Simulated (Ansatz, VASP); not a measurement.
# Two plane-wave programs on In4Sb3As

File INCAR:

```
  ALGO = Normal
  EDIFF = 1E-6
  ENCUT = 520
  GGA = PE
  ISIF = 2
  ISMEAR = -1
  LASPH = True
  LCHARG = False
  LREAL = False
  LWAVE = False
  NBANDS = 46
  NELM = 60
  PREC = Accurate
  SIGMA = 0.02
```

File KPOINTS:

```
k-points
0
Gamma
  6 4 4
```

File POSCAR:

```
In4Sb3As
1.0
    4.5618067284      0.0000000000      0.0000000000
    0.0000000000      4.5625447532      6.4416763200
    0.0000000000     -4.5625447532      6.4416763200
As Sb In
1 3 4
Direct
    0.0000000000     -0.0005325659     -0.0005325659
    0.5000000000     -0.0006982525      0.5005264521
    0.5000000000      0.5005264521     -0.0006982525
    0.0000000000      0.5011075802      0.5011075802
    0.5000000000      0.8834198944      0.8834198944
    0.0000000000      0.8809525029      0.3604529267
    0.0000000000      0.3604529267      0.8809525029
    0.5000000000      0.3747714621      0.3747714621
```

Input for Ansatz:

```yaml
crystal:
  lattice:
    - [4.5618067284, 0.0, 0.0]
    - [0.0, 4.5625447532, 6.44167632]
    - [0.0, -4.5625447532, 6.44167632]
  atoms:
    - { symbol: As, position: [0.0, -0.0005325659, -0.0005325659] }
    - { symbol: Sb, position: [0.5, -0.0006982525, 0.5005264521] }
    - { symbol: Sb, position: [0.5, 0.5005264521, -0.0006982525] }
    - { symbol: Sb, position: [0.0, 0.5011075802, 0.5011075802] }
    - { symbol: In, position: [0.5, 0.8834198944, 0.8834198944] }
    - { symbol: In, position: [0.0, 0.8809525029, 0.3604529267] }
    - { symbol: In, position: [0.0, 0.3604529267, 0.8809525029] }
    - { symbol: In, position: [0.5, 0.3747714621, 0.3747714621] }
kpoints:
  mp_grid: { grid: [6, 4, 4] }
  band_path:
    path:
      - [[0.0, 0.0, 0.0], [-1.440837207095e-18, 0.5, 0.5], [-1.440837207095e-18, 0.6245829774919, 0.3754170225081]]
      - [[-1.818931770477e-34, 0.3754170225081, -0.3754170225081], [0.0, 0.0, 0.0], [0.5, -2.870885257004e-18, -2.870885257004e-18], [0.5, 0.3754170225081, -0.3754170225081]]
      - [[0.5, 0.6245829774919, 0.3754170225081], [0.5, 0.5, 0.5], [-1.440837207095e-18, 0.5, 0.5]]
      - [[0.0, 0.0, 0.0], [-7.204186035473e-19, 0.5, -1.885419242829e-18], [0.5, 0.5, -1.885419242829e-18], [0.5, -2.870885257004e-18, -2.870885257004e-18], [0.5, 0.5, 0.5]]
    npoints: 10
hamiltonian:
  xc: pbe
scf:
  occupations: { method: fermi_dirac, width: 0.02 }
  n_extra_bands: 6
output:
  forces: true
  stress: true
  eigenvalues: true
  write_density: true
  write_potential: true
  elf: true
  volumetric_format: npy
```

Alike in both runs: task single point; functional PBE; k mesh 6 × 4 × 4; occupations fermi-dirac, width 0.02 eV; no spin polarisation.

|  | VASP | Ansatz |
| --- | --- | --- |
| version | VASP 6.6.1 | Ansatz 0.2.0 |
| potentials or method | VASP PAW PBE potentials, release 64 (As, Sb, In_d) | plane waves, PAW |
| plane-wave cutoff (eV) | 520 | 420 |
| valence electrons in the cell | 72 | 112 |

|  | VASP | Ansatz | Ansatz less VASP |
| --- | --- | --- | --- |
| pressure (GPa) | 1.5 | 1.5 | +0.01 |
| rms of the force components (eV/Å) | 0.009 | 0.009 | 0.0000 |

Atom by atom the forces differ by 0.002 eV/Å (rms over components). VASP's potentials hold 72 valence electrons a cell and Ansatz's 112, so a difference there can come from the potentials and not from the codes.

Neither program's run includes spin-orbit coupling.
